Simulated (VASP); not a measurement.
Set up this calculation in VASP 6.6.1, as the native input.

| Quantity | Value |
| --- | --- |
| Task | single point |
| Functional | PBE |
| Potentials or basis | VASP PAW PBE potentials, release 64 (Si, O) |
| Cutoff | 520 eV |
| k mesh | 6 × 6 × 6 |
| Occupations | gaussian, width 0.1 eV |
| Spin | no spin polarisation |
| Dipole correction | no |
| Further INCAR settings | ALGO = Normal; EDIFF = 1e-06; NBANDS = 12 |

The structure of SiO lies in POSCAR:

```
SiO
1.0
    2.8402371000      0.0000000000      0.0000000000
    0.0000000000      2.8402371000      0.0000000000
    0.0000000000      0.0000000000      3.1528213100
Si O
1 1
Direct
    0.0000000000      0.0000000000      0.0000000000
    0.5000000000      0.5000000000      0.5000000000
```

The cell was built from a structure type or drawn by symmetry, and may not be a known phase.

The input as run:

INCAR

```
ALGO     = Normal         # electronic algorithm
EDIFF    = 1E-6           # SCF threshold, eV
ENCUT    = 520            # plane-wave cutoff, eV
GGA      = PE             # functional
ISIF     = 2              # what is computed and relaxed
ISMEAR   = 0              # smearing method
LASPH    = T              # aspherical terms in the spheres
LCHARG   = F              # write CHGCAR
LREAL    = F              # projectors in reciprocal space
LWAVE    = F              # write WAVECAR
NBANDS   = 12             # bands
NELM     = 80             # most SCF steps
PREC     = Accurate       # precision mode
SIGMA    = 0.1            # smearing width, eV
```

KPOINTS

```
k-points
0
Gamma
  6 6 6
```

Potentials or basis: VASP PAW PBE potentials, release 64 (Si, O).

Launch:

```sh
$ cat potpaw_PBE.64/Si/POTCAR potpaw_PBE.64/O/POTCAR > POTCAR
$ mpirun -np 1 vasp_std > vasp.out
```

It gave:

```yaml
Pressure: -13.5 GPa
Band_gap_on_the_k_mesh: zero (bands 5 and 6 overlap by 0.85 eV)
```

Caveat: the k points lie up to 0.37 Å⁻¹ apart, too coarse for converged energies and pressures of a metal.

Wall time 13 s on 1 thread of Intel Xeon 8259CL, on a shared host, peak memory 0.14 GiB.
